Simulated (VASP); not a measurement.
# BeGe3 (Pm-3m) in VASP: a series of runs

Runs on BeGe3. Level: PBE. Tasks: single point, relaxation of cell and atoms.

Program: VASP 6.6.1. These are calculated values, not measurements. Logs are shortened: lines on timing, memory, paths and dates and some standing lists are left out, and cuts for length are marked.

## (1) The cell of the first run

It takes space group Pm-3m (No. 221, cubic). Conventional cell: a = 4.063 Å, b = 4.063 Å, c = 4.063 Å, α = 90.00°, β = 90.00°, γ = 90.00°. Within 3.8 Å of Be (site symmetry m-3m) lie 12 Ge at 2.87 Å. Within 3.8 Å of Ge (site symmetry 4/mmm) lie 4 Be at 2.87 Å and 8 Ge at 2.87 Å.

## (2) Single point, PBE

File INCAR:

```
ALGO = Normal
EDIFF = 1E-7
ENCUT = 520
GGA = PE
ISIF = 2
ISMEAR = 0
LASPH = True
LCHARG = False
LREAL = False
LWAVE = False
NBANDS = 30
NELM = 80
PREC = Accurate
SIGMA = 0.1
```

File KPOINTS:

```
k-points
0
Gamma
  4 4 4
```

File POSCAR:

```
BeGe3
1.0
    4.0626932547      0.0000000000      0.0000000000
    0.0000000000      4.0626932547      0.0000000000
    0.0000000000      0.0000000000      4.0626932547
Be Ge
1 3
Direct
    0.0000000000      0.0000000000      0.0000000000
    0.0000000000      0.5000000000      0.5000000000
    0.5000000000      0.0000000000      0.5000000000
    0.5000000000      0.5000000000      0.0000000000
```

Potentials or basis: VASP PAW PBE potentials, release 64 (Be, Ge_d).

Command:

```sh
$ cat potpaw_PBE.64/Be/POTCAR potpaw_PBE.64/Ge_d/POTCAR > POTCAR
$ mpirun -np 1 vasp_std > vasp.out
```

OUTCAR:

```text
EDIFF = 1E-7
   ENCUT = 520
   GGA = PE
   ISIF = 2
   ISMEAR = 0
   LASPH = True
   LREAL = False
   NELM = 80
   PREC = Accurate

 ion  position               nearest neighbor table
   1  0.000  0.000  0.000-
   2  0.000  0.500  0.500-   3 2.87   4 2.87   4 2.87   3 2.87   3 2.87   4 2.87   4 2.87   3 2.87

   3  0.500  0.000  0.500-   2 2.87   4 2.87   4 2.87   2 2.87   4 2.87   4 2.87   2 2.87   2 2.87

   4  0.500  0.500  0.000-   2 2.87   3 2.87   2 2.87   3 2.87   3 2.87   3 2.87   2 2.87   2 2.87

  LATTYP: Found a simple cubic cell.
 ALAT       =     4.0626932547

  Lattice vectors:

 A1 = (   4.0626932547,   0.0000000000,   0.0000000000)
 A2 = (   0.0000000000,   4.0626932547,   0.0000000000)
 A3 = (   0.0000000000,   0.0000000000,   4.0626932547)

Analysis of symmetry for initial positions (statically):
=====================================================================
 Subroutine PRICEL returns:
 Original cell was already a primitive cell.

 Routine SETGRP: Setting up the symmetry group for a
 simple cubic supercell.

 Subroutine GETGRP returns: Found 48 space group operations
 (whereof 48 operations were pure point group operations)
 out of a pool of 48 trial point group operations.

The static configuration has the point symmetry O_h .

Analysis of symmetry for dynamics (positions and initial velocities):
=====================================================================
 Subroutine PRICEL returns:
 Original cell was already a primitive cell.

 Routine SETGRP: Setting up the symmetry group for a
 simple cubic supercell.

 Subroutine GETGRP returns: Found 48 space group operations
 (whereof 48 operations were pure point group operations)
 out of a pool of 48 trial point group operations.

The dynamic configuration has the point symmetry O_h .

 Subroutine INISYM returns: Found 48 space group operations
 (whereof 48 operations are pure point group operations),
 and found     1 'primitive' translations

----------------------------------------------------------------------------------------

                                     Primitive cell

  volume of cell :      67.0567

  direct lattice vectors                    reciprocal lattice vectors
     4.062693255  0.000000000  0.000000000     0.246142137  0.000000000  0.000000000
     0.000000000  4.062693255  0.000000000     0.000000000  0.246142137  0.000000000
     0.000000000  0.000000000  4.062693255     0.000000000  0.000000000  0.246142137

  length of vectors
     4.062693255  4.062693255  4.062693255     0.246142137  0.246142137  0.246142137

  position of ions in fractional coordinates (direct lattice)
     0.000000000  0.000000000  0.000000000
     0.000000000  0.500000000  0.500000000
     0.500000000  0.000000000  0.500000000
     0.500000000  0.500000000  0.000000000

  ion indices of the primitive-cell ions
   primitive index   ion index
                 1           1
                 2           2
                 3           3
                 4           4

----------------------------------------------------------------------------------------

 KPOINTS: k-points

Automatic generation of k-mesh.
 Grid dimensions read from file:
 generate k-points for:    4    4    4

 Generating k-lattice:

  Cartesian coordinates                     Fractional coordinates (reciprocal lattice)
     0.061535534  0.000000000  0.000000000     0.250000000  0.000000000  0.000000000
     0.000000000  0.061535534  0.000000000     0.000000000  0.250000000  0.000000000
     0.000000000  0.000000000  0.061535534     0.000000000  0.000000000  0.250000000

  Length of vectors
     0.061535534  0.061535534  0.061535534

  Shift w.r.t. Gamma in fractional coordinates (k-lattice)
     0.000000000  0.000000000  0.000000000

 Subroutine IBZKPT returns following result:
 ===========================================

 Found     10 irreducible k-points:

 Following reciprocal coordinates:
            Coordinates               Weight
  0.000000  0.000000  0.000000      1.000000
  0.250000  0.000000  0.000000      6.000000
  0.500000  0.000000  0.000000      3.000000
  0.250000  0.250000  0.000000     12.000000
  0.500000  0.250000  0.000000     12.000000
  0.500000  0.500000  0.000000      3.000000
  0.250000  0.250000  0.250000      8.000000
  0.500000  0.250000  0.250000     12.000000
  0.500000  0.500000  0.250000      6.000000
  0.500000  0.500000  0.500000      1.000000
   k-points           NKPTS =     10   k-points in BZ     NKDIM =     10   number of bands    NBANDS=     30
   number of dos      NEDOS =    301   number of ions     NIONS =      4
   total plane-waves  NPLWV =  27000
   dimension x,y,z NGX =    30 NGY =   30 NGZ =   30
   dimension x,y,z NGXF=    60 NGYF=   60 NGZF=   60
   ions per type =               1   3
   NGX,Y,Z   is equivalent  to a cutoff of  12.28, 12.28, 12.28 a.u.
   NGXF,Y,Z  is equivalent  to a cutoff of  24.55, 24.55, 24.55 a.u.
 SYSTEM =  unknown system
   PREC   = accura    normal or accurate (medium, high low for compatibility)
   ISTART =      0    job   : 0-new  1-cont  2-samecut
   ICHARG =      2    charge: 1-file 2-atom 10-const
   ISPIN  =      1    spin polarized calculation?
   LNONCOLLINEAR =      F non collinear calculations
   LSORBIT =      F    spin-orbit coupling
   LASPH  =      T    aspherical Exc in radial PAW
   ENCUT  =  520.0 eV  38.22 Ry    6.18 a.u.   7.55  7.55  7.55*2*pi/ulx,y,z
   NELM   =     80;   NELMIN=  2; NELMDL= -5     # of ELM steps
   EDIFF  = 0.1E-06   stopping-criterion for ELM
   LREAL  =      F    real-space projection
   EDIFFG = 0.1E-05   stopping-criterion for IOM
   NSW    =      0    number of steps for IOM
   IBRION =     -1    ionic relax: 0-MD 1-quasi-New 2-CG
   NFREE  =      0    steps in history (QN), initial steepest desc. (CG)
   ISIF   =      2    stress and relaxation
   ISYM   =      2    0-nonsym 1-usesym 2-fastsym
   POTIM  = 0.5000    time-step for ionic-motion
   TEBEG  =    0.0;   TEEND  =   0.0 temperature during run
   PSTRESS=    0.0 pullay stress
   NELECT =      44.0000    total number of electrons
   NUPDOWN=      -1.0000    fix difference up-down
   EMIN   =  10.00;   EMAX   =-10.00  energy-range for DOS
   EFERMI =   0.00;   METHOD = LEGACY
   ISMEAR =     0;   SIGMA  =   0.10  broadening in eV -4-tet -1-fermi 0-gaus
   EFERMI_NEDOS =   21; number of points for ismear=-14 and -15
   IALGO  =     38    algorithm
   IMIX   =      4    mixing-type and parameters
     AMIX     =   0.40;   BMIX     =  1.00
     AMIX_MAG =   1.60;   BMIX_MAG =  1.00
  volume/ion in A,a.u.               =      16.76       113.13
  Fermi-wavevector in a.u.,A,eV,Ry     =   1.422585  2.688297 27.534781  2.023749
  Thomas-Fermi vector in A             =   2.543274
   LORBIT       =      0    0 simple, 1 ext, 2 COOP (PROOUT), +10 PAW based schemes
   GGA     = PE    functional components
   LHFCALC =     F    Hartree Fock is set to
   AEXX    =    0.0000 exact exchange contribution
   IVDW    =     0    specifies the selected vdW correction
   LEPSILON=     F    determine dielectric tensor
   LRPA    =     F    only Hartree local field effects (RPA)
 non-spin polarized calculation
 Gauss-broadening in eV      SIGMA  =   0.10
  energy-cutoff  :      520.00
  volume of cell :       67.06
 maximum number of plane-waves:      1856
   NGX = 15   NGY = 15   NGZ = 15

 number of electron      43.9999901 magnetization

 Free energy of the ion-electron system (eV)
  ---------------------------------------------------
  ext. energy  EPLUGINS =         0.00000000
  ---------------------------------------------------
  free energy    TOTEN  =       -15.37800891 eV

  energy without entropy =      -15.37115291  energy(sigma->0) =      -15.37458091

 E-fermi :   6.7178     XC(G=0): -11.0573

 val. band max:        6.5809916922   @ k =   0.5000   0.2500   0.0000
 cond. band min:       6.7330519412   @ k =   0.5000   0.0000   0.0000
 fundamental gap:      0.1520602489
 Fermi energy:         6.7178363113

 k-point     1 :       0.0000    0.0000    0.0000
  band No.  band energies     occupation
      1     -18.1963      2.00000
      2     -18.1963      2.00000
      3     -18.1963      2.00000
      4     -18.1834      2.00000
      5     -18.1254      2.00000
      6     -18.1254      2.00000
[... 22 lines left out ...]
     29      14.2924      0.00000
     30      14.2925      0.00000

 k-point     2 :       0.2500    0.0000    0.0000
  band No.  band energies     occupation
      1     -18.1926      2.00000
      2     -18.1689      2.00000
      3     -18.1689      2.00000
      4     -18.1652      2.00000
      5     -18.1230      2.00000
      6     -18.1097      2.00000
[... 22 lines left out ...]
     29      14.8071      0.00000
     30      15.0326      0.00000

 k-point     3 :       0.5000    0.0000    0.0000
  band No.  band energies     occupation
      1     -18.1887      2.00000
      2     -18.1395      2.00000
      3     -18.1179      2.00000
      4     -18.1099      2.00000
      5     -18.1099      2.00000
      6     -18.0941      2.00000
[... 22 lines left out ...]
     29      12.7686      0.00000
     30      12.7686      0.00000

 k-point     4 :       0.2500    0.2500    0.0000
  band No.  band energies     occupation
      1     -18.1727      2.00000
      2     -18.1647      2.00000
      3     -18.1587      2.00000
      4     -18.1423      2.00000
      5     -18.1166      2.00000
      6     -18.0974      2.00000
[... 154 lines left out ...]
     29      13.5821      0.00000
     30      13.6258      0.00000

 k-point     9 :       0.5000    0.5000    0.2500
  band No.  band energies     occupation
      1     -18.1441      2.00000
      2     -18.1441      2.00000
      3     -18.1390      2.00000
      4     -18.1259      2.00000
      5     -18.1259      2.00000
      6     -18.1246      2.00000
[... 22 lines left out ...]
     29      14.6200      0.00000
     30      14.6241      0.00000

 k-point    10 :       0.5000    0.5000    0.5000
  band No.  band energies     occupation
      1     -18.1499      2.00000
      2     -18.1499      2.00000
      3     -18.1499      2.00000
      4     -18.1367      2.00000
      5     -18.1367      2.00000
      6     -18.1367      2.00000
[... 22 lines left out ...]
     29      14.9275      0.00000
     30      14.9275      0.00000

------------------------ aborting loop because EDIFF is reached ----------------------------------------

  FORCE on cell =-STRESS in cart. coord.  units (eV):
  Direction    XX          YY          ZZ          XY          YZ          ZX
  --------------------------------------------------------------------------------------
  -------------------------------------------------------------------------------------
  Total       -0.0221212     -0.0221212     -0.0221212     -0.0000000     -0.0000000      0.0000000
  in kB       -0.5285389     -0.5285389     -0.5285389     -0.0000000     -0.0000000      0.0000000
  external PRESSURE =      -0.5285389 kB  Pullay stress =       0.0000000 kB

 VOLUME and BASIS-vectors are now :
 -----------------------------------------------------------------------------
  energy-cutoff  :      520.00
  volume of cell :       67.06
      direct lattice vectors                 reciprocal lattice vectors
     4.062693255  0.000000000  0.000000000     0.246142137  0.000000000  0.000000000
     0.000000000  4.062693255  0.000000000     0.000000000  0.246142137  0.000000000
     0.000000000  0.000000000  4.062693255     0.000000000  0.000000000  0.246142137

 POSITION                                       TOTAL-FORCE (eV/Angst)
 -----------------------------------------------------------------------------------
      0.00000      0.00000      0.00000         0.000000      0.000000      0.000000
      0.00000      2.03135      2.03135         0.000000      0.000000      0.000000
      2.03135      0.00000      2.03135         0.000000      0.000000      0.000000
      2.03135      2.03135      0.00000         0.000000      0.000000      0.000000
 -----------------------------------------------------------------------------------
    total drift:                                0.000000      0.000000     -0.000000

  FREE ENERGIE OF THE ION-ELECTRON SYSTEM (eV)
  ---------------------------------------------------
  free  energy   TOTEN  =       -15.3780089104 eV

  energy  without entropy=      -15.3711529107  energy(sigma->0) =      -15.37458091
```

Wall time 30 s (1 thread of AMD EPYC 7R13, shared host); peak memory 0.14 GiB.

What came out:

```yaml
Free_energy: -15.3780 eV
Pressure: -0.1 GPa
Band_gap_on_the_k_mesh: zero (bands 22 and 23 overlap by 3.43 eV)
```

Caveat: the k points lie up to 0.39 Å⁻¹ apart, too coarse for converged energies and pressures of a metal.

(Continued in part 2 of 2.)
